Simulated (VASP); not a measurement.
Set up this calculation in VASP 6.6.1, as the native input.

```
Task                   : relaxation of cell and atoms
Functional             : PBEsol
Potentials or basis    : VASP PAW PBE potentials, release 64 (Lu)
Cutoff                 : 600 eV
k mesh                 : 8 × 8 × 5
Occupations            : fermi-dirac, width 0.1 eV
Spin                   : no spin polarisation
Dipole correction      : no
Further INCAR settings : ALGO = Normal; EDIFF = 1e-07; IBRION = 2; EDIFFG = -0.01; NSW = 60; ISIF = 3
```

The structure of Lu lies in POSCAR:

```
Lu
1.0
    3.5031000000      0.0000000000      0.0000000000
   -1.7515500000      3.0337735900      0.0000000000
    0.0000000000      0.0000000000      5.5509000000
Lu
2
Direct
    0.3333333333      0.6666666667      0.2500000000
    0.6666666667      0.3333333333      0.7500000000
```

The input as run:

INCAR

```
  PREC = Accurate
  ENCUT = 600
  EDIFF = 1E-7
  ISMEAR = -1
  SIGMA = 0.1
  LREAL = F
  LASPH = T
  NELM = 80
  ALGO = Normal
  ISIF = 3
  LWAVE = F
  LCHARG = F
  GGA = PS
  IBRION = 2
  NSW = 60
  EDIFFG = -0.01
```

KPOINTS

```
Automatic mesh
0
Gamma
  8 8 5
```

Potentials or basis: VASP PAW PBE potentials, release 64 (Lu).

Launch:

```sh
$ cat potpaw_PBE.64/Lu/POTCAR > POTCAR
$ mpirun -np 1 vasp_std > vasp.out
```

Results of the run:

```
Relaxed volume                         : 27.71 Å³/atom
Relaxed cell                           : a = 3.449 Å, b = 3.449 Å, c = 5.378 Å, α = 90.00°, β = 90.00°, γ = 120.00°
Space group after relaxing (to 0.05 Å) : P6_3/mmc (No. 194)
Energy gained by relaxing              : 17.0 meV/atom
Ionic steps                            : 25
Pressure after relaxing                : 0.0 GPa
Band gap on the k mesh                 : zero (band 25 reaches 3.21 eV, above the bottom of band 26 at 1.62 eV)
```

Caveat: the PAW data sets were made with another functional, which shifts forces and pressure a little; spin-orbit coupling is left out, which moves the levels of the heavy elements.

Run time: 9.6 min on 1 thread of Intel(R) Xeon(R) Platinum 8488C (Sapphire Rapids), on a shared host, peak memory 0.26 GiB.
